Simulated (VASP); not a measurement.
# TiO2 (C2/m) in VASP: a series of runs

The runs below take TiO2 through single point, with r2SCAN, BLYP, LDA, PBEsol.

All numbers are computed with VASP 6.6.1; they aren't measurements. Logs are shortened: lines on timing, memory, paths and dates and some standing lists are left out, and cuts for length are marked.

## Step 1: The cell of the first run

The structure is monoclinic, space group C2/m (No. 12). The conventional cell has a = 12.307 Å, b = 3.767 Å, c = 6.616 Å, α = 90.00°, β = 106.95°, γ = 90.00°. Ti (site symmetry m) has 6 O at 1.86 to 2.16 Å within 2.5 Å. Ti (site symmetry m) has 6 O at 1.78 to 2.34 Å within 2.4 Å. O (site symmetry m) has 3 Ti at 1.94 to 2.03 Å and 2 O at 2.53 Å within 2.6 Å. Within 2.8 Å of O (site symmetry m) lie 4 Ti at 1.96 to 2.34 Å and 5 O at 2.53 to 2.71 Å. Within 2.4 Å of O (site symmetry m) lie 2 Ti at 1.78 to 1.87 Å. Within 2.7 Å of O (site symmetry m) lie 3 Ti at 1.86 to 2.16 Å and 2 O at 2.54 to 2.67 Å.

## Step 2: Single point, r2SCAN

The input, POSCAR:

```
TiO2
1.0
    6.1535771931     -1.8834685000      0.0000000000
    6.1535771931      1.8834685000      0.0000000000
   -1.9283261078      0.0000000000      6.3289668713
Ti O
4 8
Direct
    0.9000710000      0.9000710000      0.2896020000
    0.1952860000      0.1952860000      0.2837620000
    0.0999290000      0.0999290000      0.7103980000
    0.8047140000      0.8047140000      0.7162380000
    0.3619310000      0.3619310000      0.2933970000
    0.2634885000      0.2634885000      0.6525000000
    0.8671885000      0.8671885000      0.9952910000
    0.7365115000      0.7365115000      0.3475000000
    0.9416475000      0.9416475000      0.6300210000
    0.1328115000      0.1328115000      0.0047090000
    0.6380690000      0.6380690000      0.7066030000
    0.0583525000      0.0583525000      0.3699790000
```

The input, INCAR.step1:

```
SYSTEM = TiO2
PREC     = Accurate       ! precision mode
ENCUT    = 520            ! plane-wave cutoff, eV
ISMEAR   = -1             ! smearing method
SIGMA    = 0.05           ! smearing width, eV
LREAL    = .FALSE.        ! projectors in reciprocal space
LASPH    = .TRUE.         ! aspherical terms in the spheres
NELM     = 60             ! most SCF steps
NBANDS   = 60             ! bands
GGA      = PE             ! functional
ALGO     = Normal         ! electronic algorithm
EDIFF    = 1E-4           ! SCF threshold, eV
LWAVE    = .TRUE.         ! write WAVECAR
LCHARG   = .FALSE.        ! write CHGCAR
```

The input, INCAR.step2:

```
SYSTEM = TiO2
PREC     = Accurate       ! precision mode
ENCUT    = 520            ! plane-wave cutoff, eV
EDIFF    = 1E-7           ! SCF threshold, eV
ISMEAR   = -1             ! smearing method
SIGMA    = 0.05           ! smearing width, eV
LREAL    = .FALSE.        ! projectors in reciprocal space
LASPH    = .TRUE.         ! aspherical terms in the spheres
NELM     = 60             ! most SCF steps
ALGO     = Normal         ! electronic algorithm
ISIF     = 2              ! what is computed and relaxed
LWAVE    = .FALSE.        ! write WAVECAR
LCHARG   = .TRUE.         ! write CHGCAR
METAGGA  = R2SCAN         ! meta-GGA
LMIXTAU  = .TRUE.       
LELF     = .TRUE.         ! ELF
LVHAR    = .TRUE.       
NBANDS   = 60             ! bands
ISTART   = 1
```

The input, KPOINTS:

```
Automatic mesh
0
G
  6 6 3
  0 0 0
```

Potentials or basis: VASP PAW PBE potentials, release 64 (Ti_sv, O).

On the command line:

```
$ cat potpaw_PBE.64/Ti_sv/POTCAR potpaw_PBE.64/O/POTCAR > POTCAR
$ cp INCAR.step1 INCAR
$ mpirun -np 1 vasp_std > vasp.out
$ cp INCAR.step2 INCAR
$ mpirun -np 1 vasp_std > vasp.out
```

OUTCAR:

```text
SYSTEM = TiO2
   PREC = Accurate
   ENCUT = 520
   EDIFF = 1E-7
   ISMEAR = -1
   LREAL = .FALSE.
   LASPH = .TRUE.
   NELM = 60
   ISIF = 2
   METAGGA = R2SCAN
   ISTART = 1

 ion  position               nearest neighbor table
   1  0.900  0.900  0.290-  12 1.86   7 1.87   5 1.94   5 1.94   8 2.16   9 2.16
   2  0.195  0.195  0.284-  10 1.78  12 1.93   8 1.96   8 1.96   5 2.03   6 2.34
   3  0.100  0.100  0.710-   9 1.86  10 1.87  11 1.94  11 1.94   6 2.16  12 2.16
   4  0.805  0.805  0.716-   7 1.78   9 1.93   6 1.96   6 1.96  11 2.03   8 2.34
   5  0.362  0.362  0.293-   1 1.94   1 1.94   2 2.03
   6  0.263  0.263  0.653-   4 1.96   4 1.96   3 2.16   2 2.34
   7  0.867  0.867  0.995-   4 1.78   1 1.87
   8  0.737  0.737  0.347-   2 1.96   2 1.96   1 2.16   4 2.34
   9  0.942  0.942  0.630-   3 1.86   4 1.93   1 2.16
  10  0.133  0.133  0.005-   2 1.78   3 1.87
  11  0.638  0.638  0.707-   3 1.94   3 1.94   4 2.03
  12  0.058  0.058  0.370-   1 1.86   2 1.93   3 2.16

  LATTYP: Found a base centered monoclinic cell.
 ALAT       =    12.3071543862
 B/A-ratio  =     0.3060770087
 C/A-ratio  =     0.5375907333
 COS(beta)  =    -0.2914546970

  Lattice vectors:

 A1 = (   6.1535771931,  -1.8834685000,   0.0000000000)
 A2 = (   6.1535771931,   1.8834685000,   0.0000000000)
 A3 = (  -1.9283261078,   0.0000000000,   6.3289668713)

Analysis of symmetry for initial positions (statically):
=====================================================================
 Subroutine PRICEL returns:
 Original cell was already a primitive cell.

 Routine SETGRP: Setting up the symmetry group for a
 base centered monoclinic supercell.

 Subroutine GETGRP returns: Found  4 space group operations
 (whereof  4 operations were pure point group operations)
 out of a pool of  4 trial point group operations.

The static configuration has the point symmetry C_2h.

Analysis of symmetry for dynamics (positions and initial velocities):
=====================================================================
 Subroutine PRICEL returns:
 Original cell was already a primitive cell.

 Routine SETGRP: Setting up the symmetry group for a
 base centered monoclinic supercell.

 Subroutine GETGRP returns: Found  4 space group operations
 (whereof  4 operations were pure point group operations)
 out of a pool of  4 trial point group operations.

The dynamic configuration has the point symmetry C_2h.

 Subroutine INISYM returns: Found  4 space group operations
 (whereof  4 operations are pure point group operations),
 and found     1 'primitive' translations

----------------------------------------------------------------------------------------

                                     Primitive cell

  volume of cell :     146.7063

  direct lattice vectors                    reciprocal lattice vectors
     6.153577193 -1.883468500  0.000000000     0.081253551 -0.265467673  0.024756544
     6.153577193  1.883468500  0.000000000     0.081253551  0.265467673  0.024756544
    -1.928326108  0.000000000  6.328966871     0.000000000  0.000000000  0.158003671

  length of vectors
     6.435368355  6.435368355  6.616212152     0.278725872  0.278725872  0.158003671

  position of ions in fractional coordinates (direct lattice)
     0.900071000  0.900071000  0.289602000
     0.195286000  0.195286000  0.283762000
     0.099929000  0.099929000  0.710398000
     0.804714000  0.804714000  0.716238000
     0.361931000  0.361931000  0.293397000
     0.263488500  0.263488500  0.652500000
     0.867188500  0.867188500  0.995291000
     0.736511500  0.736511500  0.347500000
     0.941647500  0.941647500  0.630021000
     0.132811500  0.132811500  0.004709000
     0.638069000  0.638069000  0.706603000
     0.058352500  0.058352500  0.369979000

  ion indices of the primitive-cell ions
   primitive index   ion index
                 1           1
                 2           2
                 3           3
                 4           4
                 5           5
                 6           6
                 7           7
                 8           8
                 9           9
                10          10
                11          11
                12          12

----------------------------------------------------------------------------------------

 KPOINTS: Automatic mesh

Automatic generation of k-mesh.
 Grid dimensions read from file:
 generate k-points for:    6    6    3

 Generating k-lattice:

  Cartesian coordinates                     Fractional coordinates (reciprocal lattice)
     0.013542259 -0.044244612  0.004126091     0.166666667  0.000000000  0.000000000
     0.013542259  0.044244612  0.004126091     0.000000000  0.166666667  0.000000000
     0.000000000  0.000000000  0.052667890     0.000000000  0.000000000  0.333333333

  Length of vectors
     0.046454312  0.046454312  0.052667890

  Shift w.r.t. Gamma in fractional coordinates (k-lattice)
     0.000000000  0.000000000  0.000000000

 Subroutine IBZKPT returns following result:
 ===========================================

 Found     34 irreducible k-points:

 Following reciprocal coordinates:
            Coordinates               Weight
  0.000000  0.000000  0.000000      1.000000
  0.166667  0.000000  0.000000      4.000000
  0.333333  0.000000  0.000000      4.000000
  0.500000  0.000000  0.000000      2.000000
  0.166667  0.166667  0.000000      2.000000
  0.333333  0.166667  0.000000      4.000000
[... 16 lines left out ...]
 -0.333333  0.166667  0.333333      4.000000
 -0.166667  0.166667  0.333333      4.000000
 [... further k-points ...]
   k-points           NKPTS =     34   k-points in BZ     NKDIM =     34   number of bands    NBANDS=     60
   number of dos      NEDOS =    301   number of ions     NIONS =     12
   total plane-waves  NPLWV = 115200
   dimension x,y,z NGX =    48 NGY =   48 NGZ =   50
   dimension x,y,z NGXF=    96 NGYF=   96 NGZF=  100
   ions per type =               4   8
   NGX,Y,Z   is equivalent  to a cutoff of  12.40, 12.40, 12.56 a.u.
   NGXF,Y,Z  is equivalent  to a cutoff of  24.80, 24.80, 25.13 a.u.
 SYSTEM =  TiO2
   PREC   = accura    normal or accurate (medium, high low for compatibility)
   ISTART =      1    job   : 0-new  1-cont  2-samecut
   ICHARG =      0    charge: 1-file 2-atom 10-const
   ISPIN  =      1    spin polarized calculation?
   LNONCOLLINEAR =      F non collinear calculations
   LSORBIT =      F    spin-orbit coupling
   LASPH  =      T    aspherical Exc in radial PAW
   ENCUT  =  520.0 eV  38.22 Ry    6.18 a.u.  11.97 11.97 12.30*2*pi/ulx,y,z
   NELM   =     60;   NELMIN=  2; NELMDL=  0     # of ELM steps
   EDIFF  = 0.1E-06   stopping-criterion for ELM
   LREAL  =      F    real-space projection
   EDIFFG = 0.1E-05   stopping-criterion for IOM
   NSW    =      0    number of steps for IOM
   IBRION =     -1    ionic relax: 0-MD 1-quasi-New 2-CG
   NFREE  =      0    steps in history (QN), initial steepest desc. (CG)
   ISIF   =      2    stress and relaxation
   ISYM   =      2    0-nonsym 1-usesym 2-fastsym
   POTIM  = 0.5000    time-step for ionic-motion
   TEBEG  =    0.0;   TEEND  =   0.0 temperature during run
   PSTRESS=    0.0 pullay stress
   NELECT =      96.0000    total number of electrons
   NUPDOWN=      -1.0000    fix difference up-down
   EMIN   =  10.00;   EMAX   =-10.00  energy-range for DOS
   EFERMI =   0.00;   METHOD = LEGACY
   ISMEAR =    -1;   SIGMA  =   0.05  broadening in eV -4-tet -1-fermi 0-gaus
   EFERMI_NEDOS =   21; number of points for ismear=-14 and -15
   IALGO  =     38    algorithm
   IMIX   =      4    mixing-type and parameters
     AMIX     =   0.40;   BMIX     =  1.00
     AMIX_MAG =   1.60;   BMIX_MAG =  1.00
  volume/ion in A,a.u.               =      12.23        82.50
  Fermi-wavevector in a.u.,A,eV,Ry     =   1.421289  2.685846 27.484606  2.020062
  Thomas-Fermi vector in A             =   2.542114
   LORBIT       =      0    0 simple, 1 ext, 2 COOP (PROOUT), +10 PAW based schemes
   METAGGA = R2SCAN    functional components
   LHFCALC =     F    Hartree Fock is set to
   AEXX    =    0.0000 exact exchange contribution
   IVDW    =     0    specifies the selected vdW correction
   LEPSILON=     F    determine dielectric tensor
   LRPA    =     F    only Hartree local field effects (RPA)
 non-spin polarized calculation
  energy-cutoff  :      520.00
  volume of cell :      146.71
 maximum number of plane-waves:      3973
   NGX = 23   NGY = 23   NGZ = 25

 number of electron      96.0000007 magnetization

 Free energy of the ion-electron system (eV)
  ---------------------------------------------------
  ext. energy  EPLUGINS =         0.00000000
  ---------------------------------------------------
  free energy    TOTEN  =      -139.62140798 eV

  energy without entropy =     -139.62140798  energy(sigma->0) =     -139.62140798

 E-fermi :   3.3605     XC(G=0): -10.9660

 val. band max:        2.1312608115   @ k =  -0.1667   0.3333   0.3333
 cond. band min:       5.2884193174   @ k =   0.0000   0.0000   0.0000
 fundamental gap:      3.1571585059
 Fermi energy:         3.3605195698

 k-point     1 :       0.0000    0.0000    0.0000
  band No.  band energies     occupation
      1     -56.2405      2.00000
      2     -56.2289      2.00000
      3     -56.1412      2.00000
      4     -56.1351      2.00000
      5     -31.5925      2.00000
      6     -31.5421      2.00000
[... 52 lines left out ...]
     59       7.3980      0.00000
     60       7.5217      0.00000

 k-point     2 :       0.1667    0.0000    0.0000
  band No.  band energies     occupation
      1     -56.2394      2.00000
      2     -56.2281      2.00000
      3     -56.1405      2.00000
      4     -56.1352      2.00000
      5     -31.5883      2.00000
      6     -31.5398      2.00000
[... 1375 lines left out ...]
     59       7.3798      0.00000
     60       7.4751      0.00000

 k-point    24 :      -0.1667    0.1667    0.3333
  band No.  band energies     occupation
      1     -56.2371      2.00000
      2     -56.2266      2.00000
      3     -56.1389      2.00000
      4     -56.1355      2.00000
      5     -31.5843      2.00000
      6     -31.5390      2.00000
[... 52 lines left out ...]
     59       7.2068      0.00000
     60       7.3264      0.00000

 [... further k-points ...]
[... 5 lines left out ...]
  --------------------------------------------------------------------------------------
  -------------------------------------------------------------------------------------
  Total       -4.1453319     -3.8626965     -4.5719625      0.0000000      0.0000000      0.0150578
  in kB      -45.2711014    -42.1844451    -49.9303268      0.0000000      0.0000000      0.1644464
  external PRESSURE =     -45.7952911 kB  Pullay stress =       0.0000000 kB

 VOLUME and BASIS-vectors are now :
 -----------------------------------------------------------------------------
  energy-cutoff  :      520.00
  volume of cell :      146.71
      direct lattice vectors                 reciprocal lattice vectors
     6.153577193 -1.883468500  0.000000000     0.081253551 -0.265467673  0.024756544
     6.153577193  1.883468500  0.000000000     0.081253551  0.265467673  0.024756544
    -1.928326108  0.000000000  6.328966871     0.000000000  0.000000000  0.158003671

 POSITION                                       TOTAL-FORCE (eV/Angst)
 -----------------------------------------------------------------------------------
     10.51887      0.00000      1.83288        -0.016364      0.000000     -0.057571
      1.85623      0.00000      1.79592        -0.029683      0.000000     -0.114581
     -0.14004      0.00000      4.49609         0.016364      0.000000      0.057571
      8.52260      0.00000      4.53305         0.029683      0.000000      0.114581
      3.88858      0.00000      1.85690        -0.111224      0.000000      0.010910
      1.98456      0.00000      4.12965        -0.073270      0.000000     -0.006029
      8.75338      0.00000      6.29916        -0.103147      0.000000     -0.029241
      8.39427      0.00000      2.19932         0.073270      0.000000      0.006029
     10.37412      0.00000      3.98738        -0.006954      0.000000     -0.066397
      1.62545      0.00000      0.02980         0.103147      0.000000      0.029241
      6.49025      0.00000      4.47207         0.111224      0.000000     -0.010910
      0.00471      0.00000      2.34158         0.006954      0.000000      0.066397
 -----------------------------------------------------------------------------------
    total drift:                               -0.000000     -0.000000      0.000000

  FREE ENERGIE OF THE ION-ELECTRON SYSTEM (eV)
  ---------------------------------------------------
  free  energy   TOTEN  =      -139.6214079784 eV

  energy  without entropy=     -139.6214079784  energy(sigma->0) =     -139.62140798
```

Wall time 19 min (1 thread of AMD EPYC 9R45 (Zen 5), shared host); peak memory 0.47 GiB.

Results:

* Free energy: -139.6214 eV
* Pressure: -4.6 GPa
* Largest force: 0.118 eV/Å
* Band gap on the k mesh: 3.16 eV (least direct gap 3.32 eV)

Forces in eV/Å, atoms in the order of the input:
```
Ti  -0.016  0.000 -0.058
Ti  -0.030  0.000 -0.115
Ti   0.016  0.000  0.058
Ti   0.030  0.000  0.115
O   -0.111  0.000  0.011
O   -0.073  0.000 -0.006
O   -0.103  0.000 -0.029
O    0.073  0.000  0.006
O   -0.007  0.000 -0.066
O    0.103  0.000  0.029
O    0.111  0.000 -0.011
O    0.007  0.000  0.066
```

Stress tensor (GPa, compression positive):
```
-4.53  0.00  0.02
 0.00 -4.22  0.00
 0.02  0.00 -4.99
```

Caveat: the cell stands under tension; the PAW data sets were made with another functional, which shifts forces and pressure a little. A k mesh can miss the band edges.

(Part 1 of 3 ends here.)
